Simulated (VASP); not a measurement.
# HfH3 (Pm-3m) in VASP: a series of runs

The runs below take HfH3 through single point, with LDA.

Everything below comes from runs of VASP 6.6.1. Logs are shortened: lines on timing, memory, paths and dates and some standing lists are left out, and cuts for length are marked.

**1. The cell of the first run**

Symmetry: Pm-3m, No. 221, cubic system. Conventional cell: a = 2.956 Å, b = 2.956 Å, c = 2.956 Å, α = 90.00°, β = 90.00°, γ = 90.00°. Hf (site symmetry m-3m) has 12 H at 2.09 Å within 2.8 Å. Within 2.8 Å of H (site symmetry 4/mmm) lie 4 Hf at 2.09 Å and 8 H at 2.09 Å.

**2. Single point, LDA**

Contents of INCAR:

```
SYSTEM = HfH3
  PREC = Accurate
  ENCUT = 520
  EDIFF = 1E-6
  ISMEAR = 1
  SIGMA = 0.2
  LREAL = .False.
  LASPH = .True.
  NELM = 80
  ALGO = Normal
  ISIF = 2
  LWAVE = .False.
  LCHARG = .False.
  NBANDS = 14
```

Contents of KPOINTS:

```
Automatic mesh
0
Gamma
  8 8 8
  0 0 0
```

Contents of POSCAR:

```
HfH3
1.0
    2.9559227382      0.0000000000      0.0000000000
    0.0000000000      2.9559227382      0.0000000000
    0.0000000000      0.0000000000      2.9559227382
Hf H
1 3
Direct
    0.0000000000      0.0000000000      0.0000000000
    0.0000000000      0.5000000000      0.5000000000
    0.5000000000      0.0000000000      0.5000000000
    0.5000000000      0.5000000000      0.0000000000
```

Potentials or basis: VASP PAW LDA potentials, release 64 (Hf_pv, H).

Started as:

```bash
> cat potpaw_LDA.64/Hf_pv/POTCAR potpaw_LDA.64/H/POTCAR > POTCAR
> mpirun -np 1 vasp_std > vasp.out
```

OUTCAR:

```text
SYSTEM = HfH3
   PREC = Accurate
   ENCUT = 520
   EDIFF = 1E-6
   ISMEAR = 1
   LREAL = .False.
   LASPH = .True.
   NELM = 80
   ISIF = 2

 ion  position               nearest neighbor table
   1  0.000  0.000  0.000-   2 2.09   3 2.09   4 2.09   2 2.09   3 2.09   2 2.09   4 2.09   2 2.09
                             3 2.09   4 2.09   3 2.09   4 2.09
   2  0.000  0.500  0.500-   1 2.09   1 2.09   1 2.09   1 2.09
   3  0.500  0.000  0.500-   1 2.09   1 2.09   1 2.09   1 2.09
   4  0.500  0.500  0.000-   1 2.09   1 2.09   1 2.09   1 2.09

  LATTYP: Found a simple cubic cell.
 ALAT       =     2.9559227382

  Lattice vectors:

 A1 = (   2.9559227382,   0.0000000000,   0.0000000000)
 A2 = (   0.0000000000,   2.9559227382,   0.0000000000)
 A3 = (   0.0000000000,   0.0000000000,   2.9559227382)

Analysis of symmetry for initial positions (statically):
=====================================================================
 Subroutine PRICEL returns:
 Original cell was already a primitive cell.

 Routine SETGRP: Setting up the symmetry group for a
 simple cubic supercell.

 Subroutine GETGRP returns: Found 48 space group operations
 (whereof 48 operations were pure point group operations)
 out of a pool of 48 trial point group operations.

The static configuration has the point symmetry O_h .

Analysis of symmetry for dynamics (positions and initial velocities):
=====================================================================
 Subroutine PRICEL returns:
 Original cell was already a primitive cell.

 Routine SETGRP: Setting up the symmetry group for a
 simple cubic supercell.

 Subroutine GETGRP returns: Found 48 space group operations
 (whereof 48 operations were pure point group operations)
 out of a pool of 48 trial point group operations.

The dynamic configuration has the point symmetry O_h .

 Subroutine INISYM returns: Found 48 space group operations
 (whereof 48 operations are pure point group operations),
 and found     1 'primitive' translations

----------------------------------------------------------------------------------------

                                     Primitive cell

  volume of cell :      25.8273

  direct lattice vectors                    reciprocal lattice vectors
     2.955922738  0.000000000  0.000000000     0.338303836  0.000000000  0.000000000
     0.000000000  2.955922738  0.000000000     0.000000000  0.338303836  0.000000000
     0.000000000  0.000000000  2.955922738     0.000000000  0.000000000  0.338303836

  length of vectors
     2.955922738  2.955922738  2.955922738     0.338303836  0.338303836  0.338303836

[... 95 lines left out ...]
   NELECT =      13.0000    total number of electrons
   NUPDOWN=      -1.0000    fix difference up-down
   EMIN   =  10.00;   EMAX   =-10.00  energy-range for DOS
   EFERMI =   0.00;   METHOD = LEGACY
   ISMEAR =     1;   SIGMA  =   0.20  broadening in eV -4-tet -1-fermi 0-gaus
   EFERMI_NEDOS =   21; number of points for ismear=-14 and -15
   IALGO  =     38    algorithm
   IMIX   =      4    mixing-type and parameters
     AMIX     =   0.40;   BMIX     =  1.00
     AMIX_MAG =   1.60;   BMIX_MAG =  1.00
  volume/ion in A,a.u.               =       6.46        43.57
  Fermi-wavevector in a.u.,A,eV,Ry     =   1.302256  2.460906 23.073704  1.695869
  Thomas-Fermi vector in A             =   2.433336
   LORBIT       =      0    0 simple, 1 ext, 2 COOP (PROOUT), +10 PAW based schemes
   GGA     = CA    functional components
   LHFCALC =     F    Hartree Fock is set to
   AEXX    =    0.0000 exact exchange contribution
   IVDW    =     0    specifies the selected vdW correction
   LEPSILON=     F    determine dielectric tensor
   LRPA    =     F    only Hartree local field effects (RPA)
 non-spin polarized calculation
 Methfessel and Paxton  Order N= 1 SIGMA  =   0.20
  energy-cutoff  :      520.00
  volume of cell :       25.83
 maximum number of plane-waves:       739
 NGX is ok and might be reduce to    24
   NGX = 11   NGY = 11   NGZ = 11

 number of electron      13.0000000 magnetization

 Free energy of the ion-electron system (eV)
  ---------------------------------------------------
  ext. energy  EPLUGINS =         0.00000000
  ---------------------------------------------------
  free energy    TOTEN  =       -22.49584386 eV

  energy without entropy =      -22.49726414  energy(sigma->0) =      -22.49631729

 E-fermi :   5.7302     XC(G=0): -12.1275

 val. band max:        5.6564572823   @ k =   0.3750   0.1250   0.0000
 cond. band min:       5.9340592012   @ k =   0.5000   0.0000   0.0000
 fundamental gap:      0.2776019188
 Fermi energy:         5.7301510920

 k-point     1 :       0.0000    0.0000    0.0000
  band No.  band energies     occupation
      1     -24.5491      2.00000
      2     -24.5491      2.00000
      3     -24.5491      2.00000
      4      -6.5226      2.00000
      5       0.8711      2.00000
      6       0.8711      2.00000
      7      10.9188      0.00000
      8      10.9188      0.00000
      9      10.9188      0.00000
     10      13.1004      0.00000
     11      13.1004      0.00000
     12      14.6601      0.00000
     13      14.6601      0.00000
     14      14.6601      0.00000
[... 377 lines left out ...]
      1     -25.3664      2.00000
      2     -25.2185      2.00000
      3     -24.5208      2.00000
      4      -2.0328      2.00000
      5       0.5995      2.00000
      6       1.4076      2.00000
      7       4.7440      2.00000
      8       8.4002     -0.00000
      9       8.4606     -0.00000
     10      12.9673      0.00000
     11      14.8196      0.00000
     12      15.1962      0.00000
     13      15.2211      0.00000
     14      17.8174      0.00000

 [... further k-points ...]
[... 5 lines left out ...]
  --------------------------------------------------------------------------------------
  -------------------------------------------------------------------------------------
  Total        2.1075114      2.1075114      2.1075114      0.0000000     -0.0000000     -0.0000000
  in kB      130.7378330    130.7378330    130.7378330      0.0000000     -0.0000000     -0.0000000
  external PRESSURE =     130.7378330 kB  Pullay stress =       0.0000000 kB

 VOLUME and BASIS-vectors are now :
 -----------------------------------------------------------------------------
  energy-cutoff  :      520.00
  volume of cell :       25.83
      direct lattice vectors                 reciprocal lattice vectors
     2.955922738  0.000000000  0.000000000     0.338303836  0.000000000  0.000000000
     0.000000000  2.955922738  0.000000000     0.000000000  0.338303836  0.000000000
     0.000000000  0.000000000  2.955922738     0.000000000  0.000000000  0.338303836

 POSITION                                       TOTAL-FORCE (eV/Angst)
 -----------------------------------------------------------------------------------
      0.00000      0.00000      0.00000         0.000000      0.000000      0.000000
      0.00000      1.47796      1.47796         0.000000      0.000000      0.000000
      1.47796      0.00000      1.47796         0.000000      0.000000      0.000000
      1.47796      1.47796      0.00000         0.000000      0.000000      0.000000
 -----------------------------------------------------------------------------------
    total drift:                                0.000000      0.000000     -0.000000

  FREE ENERGIE OF THE ION-ELECTRON SYSTEM (eV)
  ---------------------------------------------------
  free  energy   TOTEN  =       -22.4958438615 eV

  energy  without entropy=      -22.4972641422  energy(sigma->0) =      -22.49631729
```

OSZICAR:

```text
N       E                     dE             d eps       ncg     rms          rms(c)
DAV:   1     0.144040311366E+02    0.14404E+02   -0.64772E+03   988   0.833E+02
DAV:   2    -0.228431823806E+02   -0.37247E+02   -0.35245E+02  1192   0.182E+02
DAV:   3    -0.236457422592E+02   -0.80256E+00   -0.80119E+00  1268   0.191E+01
DAV:   4    -0.236483149742E+02   -0.25727E-02   -0.25726E-02  1072   0.134E+00
DAV:   5    -0.236483280080E+02   -0.13034E-04   -0.13033E-04  1294   0.833E-02    0.545E+01
DAV:   6    -0.226737672942E+02    0.97456E+00   -0.65068E-01  1088   0.627E+00    0.357E+01
DAV:   7    -0.225692974876E+02    0.10447E+00   -0.87590E-01  1130   0.678E+00    0.527E+00
DAV:   8    -0.225004419053E+02    0.68856E-01   -0.24767E-01  1028   0.378E+00    0.139E+00
DAV:   9    -0.224958213125E+02    0.46206E-02   -0.15247E-02  1160   0.101E+00    0.399E-01
DAV:  10    -0.224958435142E+02   -0.22202E-04   -0.11958E-03  1154   0.222E-01    0.146E-01
DAV:  11    -0.224958459417E+02   -0.24275E-05   -0.11823E-05  1106   0.281E-02    0.114E-01
DAV:  12    -0.224958439527E+02    0.19890E-05   -0.74276E-06  1100   0.201E-02    0.397E-02
DAV:  13    -0.224958438615E+02    0.91180E-07   -0.34109E-07   640   0.485E-03
   1 F= -.22495844E+02 E0= -.22496317E+02  d E =0.142028E-02
```

stdout:

```text
POSCAR found type information on POSCAR HfH
 POSCAR found :  2 types and       4 ions
 scaLAPACK will be used
 LDA part: xc-table for (Slater(with rela. corr.)+CA(PZ))
 , standard interpolation
 POSCAR, INCAR and KPOINTS ok, starting setup
 FFT: planning ... GRIDC
 FFT: planning ... GRID_SOFT
 FFT: planning ... GRID
 WAVECAR not read
 entering main loop
```

Run time: 5.4 s. Hardware: 1 thread of Intel Xeon Platinum 8488C (Sapphire Rapids), shared host; peak memory 0.12 GiB.

Results:

| Item | Value |
| --- | --- |
| Free energy | -22.4958 eV |
| Pressure | 13.1 GPa |

Caveat: spin-orbit coupling is left out, which moves the levels of the heavy elements.

**3. Single point, LDA**

This run uses another cell than the first one, of 7.04 Å³/atom, 1.091 times its volume.

Contents of INCAR:

```
SYSTEM = HfH3
PREC = Accurate ; ENCUT = 520
EDIFF = 1E-7 ; ISMEAR = 1
SIGMA = 0.2 ; LREAL = .FALSE.
LASPH = .TRUE. ; NELM = 80
ALGO = Normal ; ISIF = 2
LWAVE = .FALSE. ; LCHARG = .TRUE.
LELF = .TRUE. ; LVHAR = .TRUE.
NBANDS = 14
```

Contents of KPOINTS:

```
Automatic mesh
0
G
  8 8 8
  0 0 0
```

Contents of POSCAR:

```
HfH3
1.0
    3.0429111058      0.0000000000      0.0000000000
    0.0000000000      3.0429111058      0.0000000000
    0.0000000000      0.0000000000      3.0429111058
Hf H
1 3
Direct
    0.0000000000      0.0000000000      0.0000000000
    0.0000000000      0.5000000000      0.5000000000
    0.5000000000      0.0000000000      0.5000000000
    0.5000000000      0.5000000000      0.0000000000
```

Potentials or basis: VASP PAW LDA potentials, release 64 (Hf_pv, H).

Started as:

```bash
> cat potpaw_LDA.64/Hf_pv/POTCAR potpaw_LDA.64/H/POTCAR > POTCAR
> mpirun -np 1 vasp_std > vasp.out
```

OUTCAR:

```text
SYSTEM = HfH3
   PREC = Accurate
   ENCUT = 520
   EDIFF = 1E-7
   ISMEAR = 1
   LREAL = .FALSE.
   LASPH = .TRUE.
   NELM = 80
   ISIF = 2

 ion  position               nearest neighbor table
   1  0.000  0.000  0.000-   2 2.15   3 2.15   4 2.15   2 2.15   3 2.15   2 2.15   4 2.15   2 2.15
                             3 2.15   4 2.15   3 2.15   4 2.15
   2  0.000  0.500  0.500-   1 2.15   1 2.15   1 2.15   1 2.15
   3  0.500  0.000  0.500-   1 2.15   1 2.15   1 2.15   1 2.15
   4  0.500  0.500  0.000-   1 2.15   1 2.15   1 2.15   1 2.15

  LATTYP: Found a simple cubic cell.
 ALAT       =     3.0429111058

[... 606 lines left out ...]
  --------------------------------------------------------------------------------------
  -------------------------------------------------------------------------------------
  Total       -0.3875270     -0.3875270     -0.3875270      0.0000000      0.0000000     -0.0000000
  in kB      -22.0366092    -22.0366092    -22.0366092      0.0000000      0.0000000     -0.0000000
  external PRESSURE =     -22.0366092 kB  Pullay stress =       0.0000000 kB

 VOLUME and BASIS-vectors are now :
 -----------------------------------------------------------------------------
  energy-cutoff  :      520.00
  volume of cell :       28.18
      direct lattice vectors                 reciprocal lattice vectors
     3.042911106  0.000000000  0.000000000     0.328632670  0.000000000  0.000000000
     0.000000000  3.042911106  0.000000000     0.000000000  0.328632670  0.000000000
     0.000000000  0.000000000  3.042911106     0.000000000  0.000000000  0.328632670

 POSITION                                       TOTAL-FORCE (eV/Angst)
 -----------------------------------------------------------------------------------
      0.00000      0.00000      0.00000         0.000000      0.000000      0.000000
      0.00000      1.52146      1.52146         0.000000      0.000000      0.000000
      1.52146      0.00000      1.52146         0.000000      0.000000      0.000000
      1.52146      1.52146      0.00000         0.000000      0.000000      0.000000
 -----------------------------------------------------------------------------------
    total drift:                                0.000000      0.000000     -0.000000

  FREE ENERGIE OF THE ION-ELECTRON SYSTEM (eV)
  ---------------------------------------------------
  free  energy   TOTEN  =       -22.5709748495 eV

  energy  without entropy=      -22.5735208171  energy(sigma->0) =      -22.57182351
```

Run time: 6.4 s. Hardware: 1 thread of Intel Xeon Platinum 8488C (Sapphire Rapids), shared host; peak memory 0.13 GiB.

What came out:

```
Free energy : -22.5710 eV
Pressure    : -2.2 GPa
```

Levels at points of the mesh, in eV from the Fermi level:
| k point | band 2 | band 3 | band 4 | band 5 | band 6 | band 7 | band 8 | band 9 | band 10 | band 11 |
| --- | --- | --- | --- | --- | --- | --- | --- | --- | --- | --- |
| (0.00, 0.00, 0.00) | -30.56 | -30.56 | -11.67 | -4.51 | -4.51 | 4.66 | 4.66 | 4.66 | 6.74 | 6.74 |
| (0.50, 0.00, 0.00) | -30.49 | -30.49 | -7.81 | -7.00 | -1.57 | 0.16 | 1.13 | 1.13 | 5.02 | 6.99 |
| (0.50, 0.50, 0.00) | -31.17 | -30.43 | -7.49 | -3.83 | -3.83 | -2.30 | 1.91 | 1.91 | 6.78 | 9.11 |
| (0.50, 0.50, 0.50) | -31.06 | -31.06 | -6.39 | -6.39 | -6.39 | 3.33 | 6.00 | 6.00 | 6.00 | 7.08 |

Caveat: spin-orbit coupling is left out, which moves the levels of the heavy elements.

**4. Single point, LDA**

This run uses another cell than the first one, of 7.34 Å³/atom, 1.136 times its volume.

Contents of INCAR:

```
PREC     = Accurate       # precision mode
ENCUT    = 520            # plane-wave cutoff, eV
EDIFF    = 1E-7           # SCF threshold, eV
ISMEAR   = 1              # smearing method
SIGMA    = 0.2            # smearing width, eV
LREAL    = False          # projectors in reciprocal space
LASPH    = True           # aspherical terms in the spheres
NELM     = 60             # most SCF steps
ALGO     = Normal         # electronic algorithm
ISIF     = 2              # what is computed and relaxed
LWAVE    = False          # write WAVECAR
LCHARG   = False          # write CHGCAR
NBANDS   = 14             # bands
```

Contents of KPOINTS:

```
regular mesh
0
Gamma
  8 8 8
```

Contents of POSCAR:

```
HfH3
1.0
    3.0846000000      0.0000000000      0.0000000000
    0.0000000000      3.0846000000      0.0000000000
    0.0000000000      0.0000000000      3.0846000000
Hf H
1 3
Direct
    0.0000000000      0.0000000000      0.0000000000
    0.0000000000      0.5000000000      0.5000000000
    0.5000000000      0.0000000000      0.5000000000
    0.5000000000      0.5000000000      0.0000000000
```

Potentials or basis: VASP PAW LDA potentials, release 64 (Hf_pv, H).

Started as:

```bash
> cat potpaw_LDA.64/Hf_pv/POTCAR potpaw_LDA.64/H/POTCAR > POTCAR
> mpirun -np 1 vasp_std > vasp.out
```

OUTCAR:

```text
PREC = Accurate
   ENCUT = 520
   EDIFF = 1E-7
   ISMEAR = 1
   LREAL = False
   LASPH = True
   NELM = 60
   ISIF = 2

 ion  position               nearest neighbor table
   1  0.000  0.000  0.000-   2 2.18   3 2.18   4 2.18   2 2.18   3 2.18   2 2.18   4 2.18   2 2.18
                             3 2.18   4 2.18   3 2.18   4 2.18
   2  0.000  0.500  0.500-   1 2.18   1 2.18   1 2.18   1 2.18
   3  0.500  0.000  0.500-   1 2.18   1 2.18   1 2.18   1 2.18
   4  0.500  0.500  0.000-   1 2.18   1 2.18   1 2.18   1 2.18

  LATTYP: Found a simple cubic cell.
 ALAT       =     3.0846000000

[... 600 lines left out ...]
 [... further k-points ...]
[... 5 lines left out ...]
  --------------------------------------------------------------------------------------
  -------------------------------------------------------------------------------------
  Total       -1.4391142     -1.4391142     -1.4391142      0.0000000      0.0000000      0.0000000
  in kB      -78.5614114    -78.5614114    -78.5614114      0.0000000      0.0000000      0.0000000
  external PRESSURE =     -78.5614114 kB  Pullay stress =       0.0000000 kB

 VOLUME and BASIS-vectors are now :
 -----------------------------------------------------------------------------
  energy-cutoff  :      520.00
  volume of cell :       29.35
      direct lattice vectors                 reciprocal lattice vectors
     3.084600000  0.000000000  0.000000000     0.324191143  0.000000000  0.000000000
     0.000000000  3.084600000  0.000000000     0.000000000  0.324191143  0.000000000
     0.000000000  0.000000000  3.084600000     0.000000000  0.000000000  0.324191143

 POSITION                                       TOTAL-FORCE (eV/Angst)
 -----------------------------------------------------------------------------------
      0.00000      0.00000      0.00000         0.000000      0.000000      0.000000
      0.00000      1.54230      1.54230         0.000000      0.000000      0.000000
      1.54230      0.00000      1.54230         0.000000      0.000000      0.000000
      1.54230      1.54230      0.00000         0.000000      0.000000      0.000000
 -----------------------------------------------------------------------------------
    total drift:                                0.000000      0.000000     -0.000000

  FREE ENERGIE OF THE ION-ELECTRON SYSTEM (eV)
  ---------------------------------------------------
  free  energy   TOTEN  =       -22.5348684533 eV

  energy  without entropy=      -22.5385540297  energy(sigma->0) =      -22.53609698
```

OSZICAR:

```text
N       E                     dE             d eps       ncg     rms          rms(c)
DAV:   1     0.151020559570E+02    0.15102E+02   -0.65230E+03   980   0.824E+02
DAV:   2    -0.228177549547E+02   -0.37920E+02   -0.36334E+02  1208   0.180E+02
DAV:   3    -0.237934148879E+02   -0.97566E+00   -0.96788E+00  1250   0.207E+01
DAV:   4    -0.237976059237E+02   -0.41910E-02   -0.41909E-02  1102   0.163E+00
DAV:   5    -0.237976318942E+02   -0.25970E-04   -0.25970E-04  1240   0.112E-01    0.451E+01
DAV:   6    -0.227042110701E+02    0.10934E+01   -0.76928E-01  1088   0.652E+00    0.304E+01
DAV:   7    -0.226153854247E+02    0.88826E-01   -0.93143E-01  1088   0.678E+00    0.569E+00
DAV:   8    -0.225420913682E+02    0.73294E-01   -0.27517E-01  1052   0.390E+00    0.130E+00
DAV:   9    -0.225347457555E+02    0.73456E-02   -0.21242E-02  1118   0.115E+00    0.399E-01
DAV:  10    -0.225348797928E+02   -0.13404E-03   -0.12806E-03  1214   0.233E-01    0.182E-01
DAV:  11    -0.225348697825E+02    0.10010E-04   -0.21733E-05  1100   0.365E-02    0.551E-02
DAV:  12    -0.225348690549E+02    0.72757E-06   -0.95007E-06  1124   0.219E-02    0.492E-02
DAV:  13    -0.225348686248E+02    0.43013E-06   -0.61502E-07  1100   0.615E-03    0.333E-02
DAV:  14    -0.225348684561E+02    0.16867E-06   -0.34755E-07  1196   0.435E-03    0.108E-02
DAV:  15    -0.225348684533E+02    0.28157E-08   -0.13169E-08   598   0.953E-04
   1 F= -.22534868E+02 E0= -.22536097E+02  d E =0.368558E-02
```

Wall time 6.1 s (1 thread of Intel Xeon Platinum 8488C (Sapphire Rapids), shared host); peak memory 0.13 GiB.

Results:

```yaml
Free_energy: -22.5349 eV
Pressure: -7.9 GPa
```

Caveat: spin-orbit coupling is left out, which moves the levels of the heavy elements.

(Part 1 of 2 ends here.)
